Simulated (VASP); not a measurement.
Write the native input for VASP 6.6.1 that does the following.

| Quantity | Value |
| --- | --- |
| Task | single point |
| Functional | PBE |
| Potentials or basis | VASP PAW PBE potentials, release 64 (Zn, Cu) |
| Cutoff | 520 eV |
| k mesh | 18 × 18 × 18 |
| Occupations | gaussian, width 0.15 eV |
| Spin | no spin polarisation |
| Dipole correction | no |
| Further INCAR settings | ALGO = Fast; EDIFF = 1e-07; NBANDS = 18 |

The structure of ZnCu lies in POSCAR:

```
ZnCu
1.0
    3.0433329026      0.5757656843      0.5757656843
    0.5757656843      3.0433329026      0.5757656843
    0.5757656843      0.5757656843      3.0433329026
Zn Cu
1 1
Direct
    0.5000000000      0.5000000000      0.5000000000
    0.0000000000      0.0000000000      0.0000000000
```

This cell differs from its parent crystal: ratio of the length along [111] to the lengths across it x 1.7, volume and fractional coordinates fixed.

The input as run:

INCAR

```
PREC     = Accurate       # precision mode
ENCUT    = 520            # plane-wave cutoff, eV
EDIFF    = 1E-7           # SCF threshold, eV
ISMEAR   = 0              # smearing method
SIGMA    = 0.15           # smearing width, eV
LREAL    = False          # projectors in reciprocal space
LASPH    = True           # aspherical terms in the spheres
NELM     = 100            # most SCF steps
ALGO     = Fast           # electronic algorithm
ISIF     = 2              # what is computed and relaxed
LWAVE    = False          # write WAVECAR
LCHARG   = False          # write CHGCAR
GGA      = PE             # functional
NBANDS   = 18             # bands
```

KPOINTS

```
Automatic mesh
0
Gamma
  18 18 18
```

Potentials or basis: VASP PAW PBE potentials, release 64 (Zn, Cu).

The run is started by

```sh
$ cat potpaw_PBE.64/Zn/POTCAR potpaw_PBE.64/Cu/POTCAR > POTCAR
$ mpirun -np 1 vasp_std > vasp.out
```

Results of the run:

```json
{
 "Pressure": "20.8 GPa",
 "Band gap on the k mesh": "zero (an odd number of electrons rules out a gap without spin polarisation)"
}
```

Caveat: the cell stands under pressure.

Run time: 3.5 min on 1 thread of Intel(R) Xeon(R) Platinum 8259CL CPU @ 2.50GHz (Skylake/Cascade Lake), on a shared host, peak memory 0.38 GiB.
